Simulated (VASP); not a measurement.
# HfC (zincblende type) (F-43m) in VASP: further runs

Runs on HfC (zincblende type). Level: PBE. Tasks: relaxation of cell and atoms.

Program: VASP 6.6.1. These are calculated values, not measurements. Logs are shortened: lines on timing, memory, paths and dates and some standing lists are left out, and cuts for length are marked.

## (1) The cell of the first run

It takes space group F-43m (No. 216, cubic). The conventional cell has a = 4.626 Å, b = 4.626 Å, c = 4.626 Å, α = 90.00°, β = 90.00°, γ = 90.00°. Within 2.7 Å of Hf (site symmetry -43m) lie 4 C at 2.00 Å. C (site symmetry -43m) has 4 Hf at 2.00 Å within 2.7 Å.

## (2) Relaxation of cell and atoms, PBE, target pressure 47 GPa, at which the enthalpy is minimised

INCAR reads:

```
PREC = Accurate ; ENCUT = 600
EDIFF = 1E-7 ; ISMEAR = -1
SIGMA = 0.1 ; LREAL = False
LASPH = True ; NELM = 80
ALGO = Normal ; ISIF = 3
LWAVE = False ; LCHARG = False
GGA = PE ; IBRION = 2
NSW = 60 ; EDIFFG = -0.005
PSTRESS = 470.0
```

KPOINTS reads:

```
Automatic mesh
0
Gamma
  14 14 14
```

POSCAR reads:

```
HfC
1.0
    0.0000000000      2.3131978263      2.3131978263
    2.3131978263      0.0000000000      2.3131978263
    2.3131978263      2.3131978263      0.0000000000
Hf C
1 1
Direct
    0.0000000000      0.0000000000      0.0000000000
    0.2500000000      0.2500000000      0.2500000000
```

Potentials or basis: VASP PAW PBE potentials, release 64 (Hf_pv, C).

Run with:

```bash
$ cat potpaw_PBE.64/Hf_pv/POTCAR potpaw_PBE.64/C/POTCAR > POTCAR
$ mpirun -np 1 vasp_std > vasp.out
```

OUTCAR:

```text
PREC = Accurate
   ENCUT = 600
   EDIFF = 1E-7
   ISMEAR = -1
   LREAL = False
   LASPH = True
   NELM = 80
   ISIF = 3
   GGA = PE
   IBRION = 2
   NSW = 60
   EDIFFG = -0.005
   PSTRESS = 470.0

 ion  position               nearest neighbor table
   1  0.000  0.000  0.000-   2 2.00   2 2.00   2 2.00   2 2.00
   2  0.250  0.250  0.250-   1 2.00   1 2.00   1 2.00   1 2.00

  LATTYP: Found a face centered cubic cell.
 ALAT       =     4.6263956526

  Lattice vectors:

 A1 = (   0.0000000000,   2.3131978263,   2.3131978263)
 A2 = (   2.3131978263,   0.0000000000,   2.3131978263)
 A3 = (   2.3131978263,   2.3131978263,   0.0000000000)

Analysis of symmetry for initial positions (statically):
=====================================================================
 Subroutine PRICEL returns:
 Original cell was already a primitive cell.

 Routine SETGRP: Setting up the symmetry group for a
 face centered cubic supercell.

 Subroutine GETGRP returns: Found 24 space group operations
 (whereof 24 operations were pure point group operations)
 out of a pool of 48 trial point group operations.

The static configuration has the point symmetry T_d .

Analysis of symmetry for dynamics (positions and initial velocities):
=====================================================================
 Subroutine PRICEL returns:
 Original cell was already a primitive cell.

 Routine SETGRP: Setting up the symmetry group for a
 face centered cubic supercell.

 Subroutine GETGRP returns: Found 24 space group operations
 (whereof 24 operations were pure point group operations)
 out of a pool of 48 trial point group operations.

The dynamic configuration has the point symmetry T_d .

 Subroutine INISYM returns: Found 24 space group operations
 (whereof 24 operations are pure point group operations),
 and found     1 'primitive' translations

----------------------------------------------------------------------------------------

                                     Primitive cell

  volume of cell :      24.7553

  direct lattice vectors                    reciprocal lattice vectors
     0.000000000  2.313197826  2.313197826    -0.216150990  0.216150990  0.216150990
     2.313197826  0.000000000  2.313197826     0.216150990 -0.216150990  0.216150990
     2.313197826  2.313197826  0.000000000     0.216150990  0.216150990 -0.216150990

  length of vectors
     3.271355738  3.271355738  3.271355738     0.374384497  0.374384497  0.374384497

  position of ions in fractional coordinates (direct lattice)
     0.000000000  0.000000000  0.000000000
     0.250000000  0.250000000  0.250000000

  ion indices of the primitive-cell ions
   primitive index   ion index
                 1           1
                 2           2

----------------------------------------------------------------------------------------

 KPOINTS: Automatic mesh

Automatic generation of k-mesh.
 Grid dimensions read from file:
 generate k-points for:   14   14   14

 Generating k-lattice:

  Cartesian coordinates                     Fractional coordinates (reciprocal lattice)
    -0.015439356  0.015439356  0.015439356     0.071428571  0.000000000  0.000000000
     0.015439356 -0.015439356  0.015439356     0.000000000  0.071428571  0.000000000
     0.015439356  0.015439356 -0.015439356     0.000000000  0.000000000  0.071428571

  Length of vectors
     0.026741750  0.026741750  0.026741750

  Shift w.r.t. Gamma in fractional coordinates (k-lattice)
     0.000000000  0.000000000  0.000000000

 Subroutine IBZKPT returns following result:
 ===========================================

 Found    104 irreducible k-points:

 Following reciprocal coordinates:
            Coordinates               Weight
  0.000000  0.000000  0.000000      1.000000
  0.071429  0.000000  0.000000      8.000000
  0.142857  0.000000  0.000000      8.000000
  0.214286  0.000000  0.000000      8.000000
  0.285714  0.000000  0.000000      8.000000
  0.357143  0.000000  0.000000      8.000000
[... 16 lines left out ...]
  0.214286  0.142857  0.000000     24.000000
  0.285714  0.142857  0.000000     24.000000
 [... further k-points ...]
   k-points           NKPTS =    104   k-points in BZ     NKDIM =    104   number of bands    NBANDS=     11
   number of dos      NEDOS =    301   number of ions     NIONS =      2
   total plane-waves  NPLWV =  21952
   dimension x,y,z NGX =    28 NGY =   28 NGZ =   28
   dimension x,y,z NGXF=    56 NGYF=   56 NGZF=   56
   ions per type =               1   1
   NGX,Y,Z   is equivalent  to a cutoff of  14.23, 14.23, 14.23 a.u.
   NGXF,Y,Z  is equivalent  to a cutoff of  28.46, 28.46, 28.46 a.u.
 SYSTEM =  unknown system
   PREC   = accura    normal or accurate (medium, high low for compatibility)
   ISTART =      0    job   : 0-new  1-cont  2-samecut
   ICHARG =      2    charge: 1-file 2-atom 10-const
   ISPIN  =      1    spin polarized calculation?
   LNONCOLLINEAR =      F non collinear calculations
   LSORBIT =      F    spin-orbit coupling
   LASPH  =      T    aspherical Exc in radial PAW
   ENCUT  =  600.0 eV  44.10 Ry    6.64 a.u.   6.53  6.53  6.53*2*pi/ulx,y,z
   NELM   =     80;   NELMIN=  2; NELMDL= -5     # of ELM steps
   EDIFF  = 0.1E-06   stopping-criterion for ELM
   LREAL  =      F    real-space projection
   EDIFFG = -.5E-02   stopping-criterion for IOM
   NSW    =     60    number of steps for IOM
   IBRION =      2    ionic relax: 0-MD 1-quasi-New 2-CG
   NFREE  =      1    steps in history (QN), initial steepest desc. (CG)
   ISIF   =      3    stress and relaxation
   ISYM   =      2    0-nonsym 1-usesym 2-fastsym
   POTIM  = 0.5000    time-step for ionic-motion
   TEBEG  =    0.0;   TEEND  =   0.0 temperature during run
   PSTRESS=  470.0 pullay stress
   NELECT =      14.0000    total number of electrons
   NUPDOWN=      -1.0000    fix difference up-down
   EMIN   =  10.00;   EMAX   =-10.00  energy-range for DOS
   EFERMI =   0.00;   METHOD = LEGACY
   ISMEAR =    -1;   SIGMA  =   0.10  broadening in eV -4-tet -1-fermi 0-gaus
   EFERMI_NEDOS =   21; number of points for ismear=-14 and -15
   IALGO  =     38    algorithm
   IMIX   =      4    mixing-type and parameters
     AMIX     =   0.40;   BMIX     =  1.00
     AMIX_MAG =   1.60;   BMIX_MAG =  1.00
  volume/ion in A,a.u.               =      12.38        83.53
  Fermi-wavevector in a.u.,A,eV,Ry     =   1.353821  2.558352 24.937202  1.832833
  Thomas-Fermi vector in A             =   2.481045
   LORBIT       =      0    0 simple, 1 ext, 2 COOP (PROOUT), +10 PAW based schemes
   GGA     = PE    functional components
   LHFCALC =     F    Hartree Fock is set to
   AEXX    =    0.0000 exact exchange contribution
   IVDW    =     0    specifies the selected vdW correction
   LEPSILON=     F    determine dielectric tensor
   LRPA    =     F    only Hartree local field effects (RPA)
 conjugate gradient relaxation of ions
 non-spin polarized calculation
  energy-cutoff  :      600.00
  volume of cell :       24.76
 maximum number of plane-waves:       869
 NGX is ok and might be reduce to    28
   NGX = 13   NGY = 13   NGZ = 13

--------------------------------------- Ionic step        1  -------------------------------------------

 number of electron      14.0000000 magnetization

 Free energy of the ion-electron system (eV)
  ---------------------------------------------------
  ext. energy  EPLUGINS =         0.00000000
  ---------------------------------------------------
  free energy    TOTEN  =       -18.55476453 eV

  energy without entropy =      -18.54370361  energy(sigma->0) =      -18.54923407

------------------------ aborting loop because EDIFF is reached ----------------------------------------

  FORCE on cell =-STRESS in cart. coord.  units (eV):
  Direction    XX          YY          ZZ          XY          YZ          ZX
  --------------------------------------------------------------------------------------
  -------------------------------------------------------------------------------------
  Total        9.9858439      9.9858439      9.9858439     -0.0000000     -0.0000000     -0.0000000
  in kB      646.2893988    646.2893988    646.2893988     -0.0000000     -0.0000000     -0.0000000
  external PRESSURE =     176.2893988 kB  Pullay stress =     470.0000000 kB

 VOLUME and BASIS-vectors are now :
 -----------------------------------------------------------------------------
  energy-cutoff  :      600.00
  volume of cell :       24.76
      direct lattice vectors                 reciprocal lattice vectors
     0.000000000  2.313197826  2.313197826    -0.216150990  0.216150990  0.216150990
     2.313197826  0.000000000  2.313197826     0.216150990 -0.216150990  0.216150990
     2.313197826  2.313197826  0.000000000     0.216150990  0.216150990 -0.216150990
[... 84 lines left out ...]
  FREE ENERGIE OF THE ION-ELECTRON SYSTEM (eV)
  ---------------------------------------------------
  free  energy   TOTEN  =       -19.0352434753 eV

  energy  without entropy=      -19.0236859917  energy(sigma->0) =      -19.02946473

  enthalpy is  TOTEN    =       -11.3628430532 eV   P V=        7.6724004221

--------------------------------------- Ionic step        4  -------------------------------------------

 number of electron      14.0000001 magnetization

 Free energy of the ion-electron system (eV)
  ---------------------------------------------------
  ext. energy  EPLUGINS =         0.00000000
  ---------------------------------------------------
  free energy    TOTEN  =       -19.01452284 eV

  energy without entropy =      -19.00297090  energy(sigma->0) =      -19.00874687

 E-fermi :   5.3517     XC(G=0): -11.7808

 val. band max:        5.2396524871   @ k =   0.5000   0.5000   0.0000
 cond. band min:       5.4895038409   @ k =  -0.3571   0.4286   0.0714
 fundamental gap:      0.2498513538
 Fermi energy:         5.3517331001

 k-point     1 :       0.0000    0.0000    0.0000
  band No.  band energies     occupation
      1     -23.7245      2.00000
      2     -23.7245      2.00000
      3     -23.7245      2.00000
      4      -6.3778      2.00000
      5       2.1649      2.00000
      6       2.1649      2.00000
      7       2.1649      2.00000
      8       9.2622      0.00000
      9       9.3079      0.00000
     10       9.3079      0.00000
     11      15.6050      0.00000

 k-point     2 :       0.0714    0.0000    0.0000
  band No.  band energies     occupation
      1     -23.7623      2.00000
      2     -23.7295      2.00000
      3     -23.7295      2.00000
      4      -6.2619      2.00000
      5       2.0482      2.00000
      6       2.2213      2.00000
      7       2.2213      2.00000
      8       9.1976      0.00000
      9       9.1976      0.00000
     10       9.5334      0.00000
     11      15.4175      0.00000
[... 295 lines left out ...]
 k-point    24 :       0.2857    0.1429    0.0000
  band No.  band energies     occupation
      1     -24.0911      2.00000
      2     -23.8238      2.00000
      3     -23.8175      2.00000
      4      -4.9911      2.00000
      5       1.1042      2.00000
      6       2.9087      2.00000
      7       3.0209      2.00000
      8       7.3929      0.00000
      9       9.8910      0.00000
     10      11.6331      0.00000
     11      15.3741      0.00000

 [... further k-points ...]

------------------------ aborting loop because EDIFF is reached ----------------------------------------

  FORCE on cell =-STRESS in cart. coord.  units (eV):
  Direction    XX          YY          ZZ          XY          YZ          ZX
  --------------------------------------------------------------------------------------
  -------------------------------------------------------------------------------------
  Total        7.6461321      7.6461321      7.6461321      0.0000000      0.0000000     -0.0000000
  in kB      469.6719807    469.6719807    469.6719807      0.0000000      0.0000000     -0.0000000
  external PRESSURE =      -0.3280193 kB  Pullay stress =     470.0000000 kB

 VOLUME and BASIS-vectors are now :
 -----------------------------------------------------------------------------
  energy-cutoff  :      600.00
  volume of cell :       26.08
      direct lattice vectors                 reciprocal lattice vectors
    -0.000000000  2.353834428  2.353834428    -0.212419359  0.212419359  0.212419359
     2.353834428  0.000000000  2.353834428     0.212419359 -0.212419359  0.212419359
     2.353834428  2.353834428 -0.000000000     0.212419359  0.212419359 -0.212419359

 POSITION                                       TOTAL-FORCE (eV/Angst)
 -----------------------------------------------------------------------------------
      0.00000      0.00000      0.00000         0.000000     -0.000000      0.000000
      1.17692      1.17692      1.17692        -0.000000      0.000000     -0.000000
 -----------------------------------------------------------------------------------
    total drift:                               -0.000000     -0.000000     -0.000000

  FREE ENERGIE OF THE ION-ELECTRON SYSTEM (eV)
  ---------------------------------------------------
  free  energy   TOTEN  =       -19.0145228357 eV

  energy  without entropy=      -19.0029708980  energy(sigma->0) =      -19.00874687

  enthalpy is  TOTEN    =       -11.3630506639 eV   P V=        7.6514721718

 reached required accuracy - stopping structural energy minimisation
```

Wall time 98 s (1 thread of Intel Xeon Platinum 8488C (Sapphire Rapids), shared host); peak memory 0.19 GiB.

What came out:

```
Free energy                                                : -19.0145 eV
Relaxed volume                                             : 13.04 Å³/atom
Relaxed cell                                               : a = 3.329 Å, b = 3.329 Å, c = 3.329 Å, α = 60.00°, β = 60.00°, γ = 60.00°
Space group after relaxing (to 0.1 Å)                      : F-43m (No. 216)
Energy change on relaxing (the run minimises the enthalpy) : -229.9 meV/atom
Ionic steps                                                : 4
Pressure after relaxing                                    : 47.0 GPa
Band gap on the k mesh                                     : 0.25 eV (least direct gap 0.42 eV)
```

The path:
```
step  energy change (eV)  largest force (eV/Å)  pressure (GPa)  volume (Å³)
   1              0.0000                0.0000           64.63        24.76
   2             -1.1305                0.0000           11.82        29.96
   3             -0.4805                0.0000           46.12        26.15
   4             -0.4598                0.0000           46.97        26.08
```

Final structure:
```xyz
2
Lattice="0.0000 2.3538 2.3538 2.3538 0.0000 2.3538 2.3538 2.3538 0.0000" Properties=species:S:1:pos:R:3 pbc="T T T"
Hf    0.0000    0.0000    0.0000
C     1.1769    1.1769    1.1769
```

Levels at points of the mesh, in eV from the valence-band top:
```tsv
k point	band 5	band 6	band 7	band 8	band 9	band 10
(0.00, 0.00, 0.00)	-3.07	-3.07	-3.07	4.02	4.07	4.07
(0.50, 0.00, 0.00)	-3.15	-2.32	-2.32	4.56	5.09	5.09
(0.50, 0.50, 0.00)	-5.19	0.00	0.00	0.46	5.41	6.32
```

Caveat: the cell is relaxed towards a set pressure, so the run minimises the enthalpy, not the energy; spin-orbit coupling is left out, which moves the levels of the heavy elements. A k mesh can miss the band edges.

## (3) Relaxation of cell and atoms, PBE, target pressure 47 GPa, at which the enthalpy is minimised

This run uses another cell than the first one, of 13.02 Å³/atom.

INCAR reads:

```
PREC = Accurate ; ENCUT = 600
EDIFF = 1E-7 ; ISMEAR = -1
SIGMA = 0.1 ; LREAL = False
LASPH = True ; NELM = 60
ALGO = Normal ; ISIF = 3
LWAVE = False ; LCHARG = False
GGA = PE ; IBRION = 2
NSW = 32 ; EDIFFG = -0.005
PSTRESS = 470.0
```

KPOINTS reads:

```
regular mesh
0
Gamma
  14 14 14
```

POSCAR reads:

```
HfC
1.0
    0.0000000000      2.3524803235      2.3524803235
    2.3524803235      0.0000000000      2.3524803235
    2.3524803235      2.3524803235      0.0000000000
Hf C
1 1
Direct
    0.0000000000      0.0000000000      0.0000000000
    0.2500000000      0.2500000000      0.2500000000
```

Potentials or basis: VASP PAW PBE potentials, release 64 (Hf_pv, C).

Run with:

```bash
$ cat potpaw_PBE.64/Hf_pv/POTCAR potpaw_PBE.64/C/POTCAR > POTCAR
$ mpirun -np 1 vasp_std > vasp.out
```

It took 66 s on 1 thread of Intel Xeon Platinum 8488C (Sapphire Rapids), shared host; peak memory 0.19 GiB.

The run converged. Its results:

- Free energy: -19.0139 eV
- Relaxed volume: 13.04 Å³/atom
- Relaxed cell: a = 3.329 Å, b = 3.329 Å, c = 3.329 Å, α = 60.00°, β = 60.00°, γ = 60.00°
- Space group after relaxing (to 0.1 Å): F-43m (No. 216)
- Energy change on relaxing (the run minimises the enthalpy): -5.8 meV/atom
- Ionic steps: 3
- Pressure after relaxing: 47.0 GPa
- Band gap on the k mesh: 0.25 eV (least direct gap 0.42 eV)

Step by step:
```csv
step,energy change (eV),largest force (eV/Å),pressure (GPa),volume (Å³)
1,0.0000,0.0000,47.49,26.04
2,-0.0433,0.0000,45.71,26.19
3,-0.0116,0.0000,47.01,26.08
```

Final structure:
```
Hf C
1.0
     0.00000    2.35366    2.35366
     2.35366    0.00000    2.35366
     2.35366    2.35366    0.00000
Hf C
1 1
Direct
  0.00000 0.00000 0.00000
  0.25000 0.25000 0.25000
```

Levels at points of the mesh, in eV from the valence-band top:
```csv
k point,band 4,band 5,band 6,band 7,band 8,band 9,band 10,band 11
"(0.00, 0.00, 0.00)",-11.62,-3.08,-3.08,-3.08,4.02,4.07,4.07,10.37
"(0.50, 0.00, 0.00)",-9.52,-3.15,-2.32,-2.32,4.57,5.09,5.09,7.39
"(0.50, 0.50, 0.00)",-8.69,-5.19,0.00,0.00,0.46,5.41,6.32,6.97
```

Caveat: the cell is relaxed towards a set pressure, so the run minimises the enthalpy, not the energy; spin-orbit coupling is left out, which moves the levels of the heavy elements. A k mesh can miss the band edges.
